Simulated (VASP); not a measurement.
Te, 3 atoms in the cell. It takes space group P3_121 (No. 152, trigonal). Conventional cell: a = 4.454 Å, b = 4.454 Å, c = 5.924 Å, α = 90.00°, β = 90.00°, γ = 120.00°. Te (site symmetry 2) has 6 Te at 2.86 to 3.47 Å within 3.8 Å. 

| Quantity | Value |
| --- | --- |
| Program | VASP 6.6.1 |
| Task | relaxation of cell and atoms |
| Functional | r2SCAN |
| Potentials or basis | VASP PAW PBE potentials, release 64 (Te) |
| Cutoff | 600 eV |
| k mesh | 7 × 7 × 5 |
| Occupations | fermi-dirac, width 0.05 eV |
| Spin | no spin polarisation |
| Dipole correction | no |
| Further INCAR settings | ALGO = Normal; EDIFF = 1e-06; IBRION = 2; EDIFFG = -0.01; NSW = 60; ISIF = 3 |

Potentials or basis: VASP PAW PBE potentials, release 64 (Te).

Launch:

```sh
$ cat potpaw_PBE.64/Te/POTCAR > POTCAR
$ cp INCAR.step1 INCAR
$ mpirun -np 1 vasp_std > vasp.out
$ cp INCAR.step2 INCAR
$ mpirun -np 1 vasp_std > vasp.out
```

Hardware: 1 thread of Intel Xeon 8259CL, with other jobs on the host.

**Question.** How long does it take, and how much memory?

**Answer.** It took 32 min on 1 thread of Intel Xeon 8259CL, on a shared host, peak memory 0.29 GiB. Counts: k points 32, ion steps 13.
